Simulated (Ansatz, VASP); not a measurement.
**BaS in VASP and in Ansatz**

Contents of INCAR:

```
PREC = Accurate
ENCUT = 520
EDIFF = 1E-6
ISMEAR = -1
SIGMA = 0.02
LREAL = F
LASPH = T
NELM = 80
ALGO = Normal
ISIF = 2
LWAVE = F
LCHARG = T
GGA = PS
LELF = T
LVHAR = T
NBANDS = 15
```

Contents of KPOINTS:

```
Automatic mesh
0
Gamma
  8 8 8
```

POSCAR

```
BaS
1.0
    0.0000000000      3.1723147904      3.1723147904
    3.1723147904      0.0000000000      3.1723147904
    3.1723147904      3.1723147904      0.0000000000
Ba S
1 1
Direct
    0.0000000000      0.0000000000      0.0000000000
    0.5000000000      0.5000000000      0.5000000000
```

Input for Ansatz:

```yaml
crystal:
  lattice:
    - [0.0, 3.1723147904, 3.1723147904]
    - [3.1723147904, 0.0, 3.1723147904]
    - [3.1723147904, 3.1723147904, 0.0]
  atoms:
    - { symbol: Ba, position: [0.0, 0.0, 0.0] }
    - { symbol: S, position: [0.5, 0.5, 0.5] }
kpoints:
  mp_grid: { grid: [8, 8, 8] }
  band_path:
    path:
      - [0.0, 0.0, 0.0]
      - [0.5, 0.0, 0.5]
      - [0.625, 0.25, 0.625]
      - [0.375, 0.375, 0.75]
      - [0.0, 0.0, 0.0]
      - [0.5, 0.5, 0.5]
      - [0.5, 0.25, 0.75]
      - [0.5, 0.0, 0.5]
    npoints: 5
scf:
  occupations: { method: fermi_dirac, width: 0.02 }
hamiltonian:
  xc: pbesol
  pseudopotentials: { kind: all_electron, lapw: { basis_error: 0.00025 } }
output:
  forces: true
  stress: true
  eigenvalues: true
```

Change from the starting cell: volume scaled by 0.98.

Alike in both runs: task single point; functional PBEsol; k mesh 8 × 8 × 8; occupations fermi-dirac, width 0.02 eV; no spin polarisation.

```csv
,VASP,Ansatz
version,VASP 6.6.1,Ansatz 0.2.0
potentials or method,"VASP PAW PBE potentials, release 64 (Ba_sv, S), cutoff 520 eV","all-electron LAPW, scalar-relativistic"
```

```tsv
	VASP	Ansatz	Ansatz less VASP
gap on the k mesh at the Fermi level (eV)	1.94	2.05	+0.104
pressure (GPa)	0.4	-0.3	-0.67
```

VASP's potentials were made for PBE, not for PBEsol. Ansatz ran all-electron here, and VASP with PAW potentials.

Neither program's run includes spin-orbit coupling.
